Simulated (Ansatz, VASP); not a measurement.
CuO in VASP and in Ansatz

Contents of INCAR:

```
SYSTEM = CuO
ALGO = Normal ; EDIFF = 1E-7
ENCUT = 520 ; GGA = PS
ISIF = 2 ; ISMEAR = -1
LASPH = .True. ; LCHARG = .False.
LREAL = .False. ; LWAVE = .False.
NBANDS = 25 ; NELM = 80
PREC = Accurate ; SIGMA = 0.5
```

Contents of KPOINTS:

```
k-points
0
Gamma
  14 14 8
  0 0 0
```

The input POSCAR:

```
CuO
1.0
    1.9909680000     -2.1535500000      0.0000000000
    1.9909680000      2.1535500000      0.0000000000
    0.0000000000      0.0000000000      5.1559280000
Cu O
2 2
Direct
    0.0000000000      0.5000000000      0.0000000000
    0.5000000000      0.0000000000      0.5000000000
    0.5000000000      0.5000000000      0.2500000000
    0.5000000000      0.5000000000      0.7500000000
```

Input for Ansatz:

```yaml
crystal:
  lattice:
    - [1.990968, -2.15355, 0.0]
    - [1.990968, 2.15355, 0.0]
    - [0.0, 0.0, 5.155928]
  atoms:
    - { symbol: Cu, position: [0.0, 0.5, 0.0] }
    - { symbol: Cu, position: [0.5, 0.0, 0.5] }
    - { symbol: O, position: [0.5, 0.5, 0.25] }
    - { symbol: O, position: [0.5, 0.5, 0.75] }
basis:
  ecutwfc: 420
kpoints:
  mp_grid: { grid: [14, 14, 8] }
hamiltonian:
  xc: pbesol
scf:
  occupations: { method: fermi_dirac, width: 0.5 }
output:
  forces: true
  stress: true
  eigenvalues: true
```

Alike in both runs: task single point; functional PBEsol; k mesh 14 × 14 × 8; occupations fermi-dirac, width 0.5 eV; no spin polarisation.

|  | VASP | Ansatz |
| --- | --- | --- |
| version | VASP 6.6.1 | Ansatz 0.2.0 |
| potentials or method | VASP PAW PBE potentials, release 64 (Cu, O), cutoff 520 eV | scalar-relativistic, plane waves, PAW |
| valence electrons in the cell | 34 | 50 |

VASP gave:

```
gap on the k mesh at the Fermi level (eV)                     : none
pressure (GPa)                                                : -2.9
traceless stress, the component that is largest in VASP (GPa) : -0.71
```

Q: What did Ansatz give for the same quantities?

A: gap on the k mesh at the Fermi level (eV): none; pressure (GPa): -3.5; traceless stress, the component that is largest in VASP (GPa): -0.67.

VASP's potentials were made for PBE, not for PBEsol. A gap of «none» marks a metal or a gap that the smearing closes. The functional is the same, so the differences come from potentials, cutoffs and numerics. VASP's potentials hold 34 valence electrons a cell and Ansatz's 50, so a difference there can come from the potentials and not from the codes.
